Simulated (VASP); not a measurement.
# Zn (P6_3/mmc) in VASP: a series of runs

The runs below take Zn through single point, with PBE-based screened hybrid, PBEsol-based screened hybrid, LDA, PBEsol.

Everything below comes from runs of VASP 6.6.1. Logs are shortened: lines on timing, memory, paths and dates and some standing lists are left out, and cuts for length are marked.

## Step 1: The cell of the first run

It takes space group P6_3/mmc (No. 194, hexagonal). The conventional cell has a = 2.670 Å, b = 2.670 Å, c = 4.966 Å, α = 90.00°, β = 90.00°, γ = 120.00°. Zn (site symmetry -6m2) has 12 Zn at 2.67 to 2.92 Å within 3.5 Å.

## Step 2: Single point, PBE-based screened hybrid

The input, POSCAR:

```
Zn
1.0
    2.6700000000      0.0000000000      0.0000000000
   -1.3350000000      2.3122878281      0.0000000000
    0.0000000000      0.0000000000      4.9660000000
Zn
2
Direct
    0.6666666667      0.3333333333      0.7500000000
    0.3333333333      0.6666666667      0.2500000000
```

The input, INCAR.step1:

```
  ALGO = Normal
  EDIFF = 1E-5
  ENCUT = 520
  GGA = PE
  ISIF = 2
  ISMEAR = -1
  LASPH = True
  LCHARG = False
  LREAL = False
  LWAVE = True
  NBANDS = 19
  NELM = 100
  PREC = Accurate
  SIGMA = 0.05
```

The input, INCAR.step2:

```
  AEXX = 0.25
  ALGO = Normal
  EDIFF = 1E-6
  ENCUT = 520
  GGA = PE
  HFSCREEN = 0.3
  ISIF = 2
  ISMEAR = -1
  ISTART = 1
  LASPH = True
  LCHARG = False
  LHFCALC = True
  LREAL = False
  LWAVE = False
  NBANDS = 19
  NELM = 100
  PREC = Accurate
  PRECFOCK = Normal
  SIGMA = 0.05
```

The input, KPOINTS:

```
k-points
0
Gamma
  6 6 3
```

Potentials or basis: VASP PAW PBE potentials, release 64 (Zn).

On the command line:

```sh
cat potpaw_PBE.64/Zn/POTCAR > POTCAR
cp INCAR.step1 INCAR
mpirun -np 1 vasp_std > vasp.out
cp INCAR.step2 INCAR
mpirun -np 1 vasp_std > vasp.out
```

OUTCAR:

```text
AEXX = 0.25
   EDIFF = 1E-6
   ENCUT = 520
   GGA = PE
   HFSCREEN = 0.3
   ISIF = 2
   ISMEAR = -1
   ISTART = 1
   LASPH = True
   LHFCALC = True
   LREAL = False
   NELM = 100
   PREC = Accurate
   PRECFOCK = Normal

 ion  position               nearest neighbor table
   1  0.667  0.333  0.750-   2 2.92   2 2.92   2 2.92   2 2.92   2 2.92   2 2.92
   2  0.333  0.667  0.250-   1 2.92   1 2.92   1 2.92   1 2.92   1 2.92   1 2.92

  LATTYP: Found a hexagonal cell.
 ALAT       =     2.6700000000
 C/A-ratio  =     1.8599250936

  Lattice vectors:

 A1 = (   2.6700000000,   0.0000000000,   0.0000000000)
 A2 = (  -1.3350000000,   2.3122878281,   0.0000000000)
 A3 = (   0.0000000000,   0.0000000000,   4.9660000000)

Analysis of symmetry for initial positions (statically):
=====================================================================
 Subroutine PRICEL returns:
 Original cell was already a primitive cell.

 Routine SETGRP: Setting up the symmetry group for a
 hexagonal supercell.

 Subroutine GETGRP returns: Found 24 space group operations
 (whereof 12 operations were pure point group operations)
 out of a pool of 24 trial point group operations.

The static configuration has the point symmetry D_3d.
 The point group associated with its full space group is D_6h.

Analysis of symmetry for dynamics (positions and initial velocities):
=====================================================================
 Subroutine PRICEL returns:
 Original cell was already a primitive cell.

 Routine SETGRP: Setting up the symmetry group for a
 hexagonal supercell.

 Subroutine GETGRP returns: Found 24 space group operations
 (whereof 12 operations were pure point group operations)
 out of a pool of 24 trial point group operations.

The dynamic configuration has the point symmetry D_3d.
 The point group associated with its full space group is D_6h.

 Subroutine INISYM returns: Found 24 space group operations
 (whereof 12 operations are pure point group operations),
 and found     1 'primitive' translations

----------------------------------------------------------------------------------------

                                     Primitive cell

  volume of cell :      30.6591

  direct lattice vectors                    reciprocal lattice vectors
     2.670000000  0.000000000  0.000000000     0.374531835  0.216236056  0.000000000
    -1.335000000  2.312287828  0.000000000     0.000000000  0.432472112  0.000000000
     0.000000000  0.000000000  4.966000000     0.000000000  0.000000000  0.201369311

  length of vectors
     2.670000000  2.670000000  4.966000000     0.432472112  0.432472112  0.201369311

  position of ions in fractional coordinates (direct lattice)
     0.666666667  0.333333333  0.750000000
     0.333333333  0.666666667  0.250000000

  ion indices of the primitive-cell ions
   primitive index   ion index
                 1           1
                 2           2

----------------------------------------------------------------------------------------

 KPOINTS: k-points

Automatic generation of k-mesh.
 Grid dimensions read from file:
 generate k-points for:    6    6    3

 Generating k-lattice:

  Cartesian coordinates                     Fractional coordinates (reciprocal lattice)
     0.062421973  0.036039343  0.000000000     0.166666667  0.000000000  0.000000000
     0.000000000  0.072078685  0.000000000     0.000000000  0.166666667  0.000000000
     0.000000000  0.000000000  0.067123104     0.000000000  0.000000000  0.333333333

  Length of vectors
     0.072078685  0.072078685  0.067123104

  Shift w.r.t. Gamma in fractional coordinates (k-lattice)
     0.000000000  0.000000000  0.000000000

 Subroutine IBZKPT returns following result:
 ===========================================

 Found     14 irreducible k-points:

 Following reciprocal coordinates:
            Coordinates               Weight
  0.000000  0.000000  0.000000      1.000000
  0.166667  0.000000  0.000000      6.000000
  0.333333  0.000000  0.000000      6.000000
  0.500000  0.000000  0.000000      3.000000
  0.166667  0.166667  0.000000      6.000000
  0.333333  0.166667  0.000000     12.000000
  0.333333  0.333333  0.000000      2.000000
  0.000000  0.000000  0.333333      2.000000
  0.166667  0.000000  0.333333     12.000000
  0.333333  0.000000  0.333333     12.000000
  0.500000  0.000000  0.333333      6.000000
  0.166667  0.166667  0.333333     12.000000
  0.333333  0.166667  0.333333     24.000000
  0.333333  0.333333  0.333333      4.000000
   k-points           NKPTS =     14   k-points in BZ     NKDIM =    108   number of bands    NBANDS=     19
   number of dos      NEDOS =    301   number of ions     NIONS =      2
   total plane-waves  NPLWV =  16000
   dimension x,y,z NGX =    20 NGY =   20 NGZ =   40
   dimension x,y,z NGXF=    40 NGYF=   40 NGZF=   80
   ions per type =               2
   NGX,Y,Z   is equivalent  to a cutoff of  12.45, 12.45, 13.39 a.u.
   NGXF,Y,Z  is equivalent  to a cutoff of  24.91, 24.91, 26.78 a.u.
 SYSTEM =  unknown system
   PREC   = accura    normal or accurate (medium, high low for compatibility)
   ISTART =      1    job   : 0-new  1-cont  2-samecut
   ICHARG =      0    charge: 1-file 2-atom 10-const
   ISPIN  =      1    spin polarized calculation?
   LNONCOLLINEAR =      F non collinear calculations
   LSORBIT =      F    spin-orbit coupling
   LASPH  =      T    aspherical Exc in radial PAW
   ENCUT  =  520.0 eV  38.22 Ry    6.18 a.u.   4.96  4.96  9.23*2*pi/ulx,y,z
   NELM   =    100;   NELMIN=  2; NELMDL=  0     # of ELM steps
   EDIFF  = 0.1E-05   stopping-criterion for ELM
   LREAL  =      F    real-space projection
   EDIFFG = 0.1E-04   stopping-criterion for IOM
   NSW    =      0    number of steps for IOM
   IBRION =     -1    ionic relax: 0-MD 1-quasi-New 2-CG
   NFREE  =      0    steps in history (QN), initial steepest desc. (CG)
   ISIF   =      2    stress and relaxation
   ISYM   =      3    0-nonsym 1-usesym 2-fastsym
   POTIM  = 0.5000    time-step for ionic-motion
   TEBEG  =    0.0;   TEEND  =   0.0 temperature during run
   PSTRESS=    0.0 pullay stress
   NELECT =      24.0000    total number of electrons
   NUPDOWN=      -1.0000    fix difference up-down
   EMIN   =  10.00;   EMAX   =-10.00  energy-range for DOS
   EFERMI =   0.00;   METHOD = LEGACY
   ISMEAR =    -1;   SIGMA  =   0.05  broadening in eV -4-tet -1-fermi 0-gaus
   EFERMI_NEDOS =   21; number of points for ismear=-14 and -15
   IALGO  =     38    algorithm
   IMIX   =      1    mixing-type and parameters
     AMIX     =   0.40;   BMIX     =  1.00
     AMIX_MAG =   1.60;   BMIX_MAG =  1.00
  volume/ion in A,a.u.               =      15.33       103.45
  Fermi-wavevector in a.u.,A,eV,Ry     =   1.508778  2.851177 30.972445  2.276410
  Thomas-Fermi vector in A             =   2.619187
   LORBIT       =      0    0 simple, 1 ext, 2 COOP (PROOUT), +10 PAW based schemes
   GGA     = PE    functional components
   LHFCALC =     T    Hartree Fock is set to
   PRECFOCK=normal    Normal, Fast or Accurate (Low or Medium for compatibility)
   ENCUT4O =  -1.0   cutoff for four orbital integrals eV
   NKREDX  =     1    reduce k-point grid by
   NKREDY  =     1    reduce k-point grid by
   NKREDZ  =     1    reduce k-point grid by
   AEXX    =    0.2500 exact exchange contribution
   HFSCREEN=    0.3000 screening length (either q_TF or 0.3 A-1)
   HFSCREENC=   0.3000 screening length for correlation (either q_TF or 0.3 A-1)
   ENCUTFOCK=  -1.0 apply spherical cutoff to Coloumb kernel
   IVDW    =     0    specifies the selected vdW correction
   LEPSILON=     F    determine dielectric tensor
   LRPA    =     F    only Hartree local field effects (RPA)
 non-spin polarized calculation
  energy-cutoff  :      520.00
  volume of cell :       30.66
 maximum number of plane-waves:       855
 NGX is ok and might be reduce to    20
  NGX = 16; NGY = 16; NGZ = 28

 number of electron      24.0000011 magnetization

 Free energy of the ion-electron system (eV)
  ---------------------------------------------------
  ext. energy  EPLUGINS =         0.00000000
  ---------------------------------------------------
  free energy    TOTEN  =        -2.47953913 eV

  energy without entropy =       -2.47548834  energy(sigma->0) =       -2.47751374

 E-fermi :   3.4095     XC(G=0):  -9.5633

 val. band max:        3.3408133696   @ k =   0.3333   0.0000   0.0000
 cond. band min:       3.6239644476   @ k =   0.3333   0.1667   0.0000
 fundamental gap:      0.2831510780
 Fermi energy:         3.4094964295

 k-point     1 :       0.0000    0.0000    0.0000
  band No.  band energies     occupation
      1      -8.4182      2.00000
      2      -7.4428      2.00000
      3      -6.9237      2.00000
      4      -6.7079      2.00000
      5      -6.7079      2.00000
      6      -6.6604      2.00000
[... 11 lines left out ...]
     18      23.0762      0.00000
     19      23.0886      0.00000

 k-point     2 :       0.1667    0.0000    0.0000
  band No.  band energies     occupation
      1      -7.5549      2.00000
      2      -7.2072      2.00000
      3      -6.8729      2.00000
      4      -6.7397      2.00000
      5      -6.6401      2.00000
      6      -6.5359      2.00000
[... 11 lines left out ...]
     18      20.1207      0.00000
     19      21.0019      0.00000

 k-point     3 :       0.3333    0.0000    0.0000
  band No.  band energies     occupation
      1      -7.2910      2.00000
      2      -7.1615      2.00000
      3      -6.9861      2.00000
      4      -6.6330      2.00000
      5      -6.5965      2.00000
      6      -6.5076      2.00000
[... 11 lines left out ...]
     18      18.5972      0.00000
     19      20.5817      0.00000

 k-point     4 :       0.5000    0.0000    0.0000
  band No.  band energies     occupation
      1      -7.4117      2.00000
      2      -7.2693      2.00000
      3      -7.1620      2.00000
      4      -6.6999      2.00000
      5      -6.5594      2.00000
      6      -6.5046      2.00000
[... 187 lines left out ...]
     18      13.9772      0.00000
     19      22.2115      0.00000

 k-point    13 :       0.3333    0.1667    0.3333
  band No.  band energies     occupation
      1      -7.1532      2.00000
      2      -7.1052      2.00000
      3      -6.9559      2.00000
      4      -6.9353      2.00000
      5      -6.6078      2.00000
      6      -6.3768      2.00000
[... 11 lines left out ...]
     18      14.9151      0.00000
     19      18.0762      0.00000

 k-point    14 :       0.3333    0.3333    0.3333
  band No.  band energies     occupation
      1      -6.9128      2.00000
      2      -6.9098      2.00000
      3      -6.9098      2.00000
      4      -6.7399      2.00000
      5      -6.6323      2.00000
      6      -6.6323      2.00000
[... 11 lines left out ...]
     18      14.3621      0.00000
     19      15.5315      0.00000

------------------------ aborting loop because EDIFF is reached ----------------------------------------

  FORCE on cell =-STRESS in cart. coord.  units (eV):
  Direction    XX          YY          ZZ          XY          YZ          ZX
  --------------------------------------------------------------------------------------
  -------------------------------------------------------------------------------------
  Total       -0.4682739     -0.4682739      0.9286495      0.0000000      0.0000000      0.0000000
  in kB      -24.4709392    -24.4709392     48.5291354      0.0000000      0.0000000      0.0000000
  external PRESSURE =      -0.1375810 kB  Pullay stress =       0.0000000 kB

 VOLUME and BASIS-vectors are now :
 -----------------------------------------------------------------------------
  energy-cutoff  :      520.00
  volume of cell :       30.66
      direct lattice vectors                 reciprocal lattice vectors
     2.670000000  0.000000000  0.000000000     0.374531835  0.216236056  0.000000000
    -1.335000000  2.312287828  0.000000000     0.000000000  0.432472112  0.000000000
     0.000000000  0.000000000  4.966000000     0.000000000  0.000000000  0.201369311

 POSITION                                       TOTAL-FORCE (eV/Angst)
 -----------------------------------------------------------------------------------
      1.33500      0.77076      3.72450        -0.000000     -0.000000      0.000000
     -0.00000      1.54153      1.24150         0.000000      0.000000     -0.000000
 -----------------------------------------------------------------------------------
    total drift:                                0.000000      0.000001      0.000000

  FREE ENERGIE OF THE ION-ELECTRON SYSTEM (eV)
  ---------------------------------------------------
  free  energy   TOTEN  =        -2.4795391312 eV

  energy  without entropy=       -2.4754883413  energy(sigma->0) =       -2.47751374
```

Wall time 8.9 min (1 thread of Intel Xeon 6975P-C (Granite Rapids), shared host); peak memory 0.24 GiB.

Results:

```yaml
Free_energy: -2.4795 eV
Pressure: 0.0 GPa
Band_gap_on_the_k_mesh: zero (band 12 reaches 3.65 eV, above the bottom of band 13 at -0.50 eV)
```

Levels at points of the mesh, in eV from the Fermi level:
| k point | band 8 | band 9 | band 10 | band 11 | band 12 | band 13 | band 14 | band 15 | band 16 | band 17 |
| --- | --- | --- | --- | --- | --- | --- | --- | --- | --- | --- |
| (0.00, 0.00, 0.00) | -9.74 | -9.74 | -9.53 | -9.53 | -4.37 | -3.91 | 14.04 | 17.56 | 18.11 | 18.12 |
| (0.50, 0.00, 0.00) | -9.54 | -9.33 | -9.31 | -3.50 | -2.78 | 2.57 | 3.46 | 4.21 | 5.59 | 10.53 |

Caveat: the k points lie up to 0.45 Å⁻¹ apart; the PAW data sets were made with another functional, which shifts forces and pressure a little.

[end of part 1 of 2]
